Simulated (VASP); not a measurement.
A run of VASP 6.6.1 is set up as follows.

INCAR

```
SYSTEM = BaTiO3
ALGO = Normal ; EDIFF = 1E-6
ENCUT = 520 ; GGA = PE
ISIF = 2 ; ISMEAR = -1
LASPH = .True. ; LCHARG = .False.
LREAL = .False. ; LWAVE = .False.
NBANDS = 28 ; NELM = 100
PREC = Accurate ; SIGMA = 0.05
```

The input KPOINTS:

```
k-points
0
Gamma
  7 6 7
  0 0 0
```

POSCAR

```
BaTiO3
1.0
    4.0308994806      0.0015047356      0.0104234620
    0.0077176543      2.8490563723      2.8601426820
    0.0091001676     -2.8452698094      2.8573877823
Ba Ti O
1 1 3
Direct
    0.0076522345      1.0073037874      1.0070015295
    0.5207179461      0.5207176582      0.5201462135
    0.9848524883      0.4923827866      0.4924760459
    0.4933129992      0.4924376914      0.9839187489
    0.4934643319      0.9833780764      0.4926774523
```

Potentials or basis: VASP PAW PBE potentials, release 64 (Ba_sv, Ti_sv, O).

Launch:

```bash
$ cat potpaw_PBE.64/Ba_sv/POTCAR potpaw_PBE.64/Ti_sv/POTCAR potpaw_PBE.64/O/POTCAR > POTCAR
$ mpirun -np 1 vasp_std > vasp.out
```

Q: Predict the pressure.

A: 3.7 GPa.

Q: Estimate the largest force.

A: 0.079 eV/Å.

Forces in eV/Å, atoms in the order of the input:
```
Ba  -0.023 -0.001 -0.035
Ti  -0.045 -0.001 -0.064
O    0.048  0.000  0.014
O    0.011 -0.027  0.041
O    0.011  0.029  0.044
```

Caveat: the cell stands under pressure.
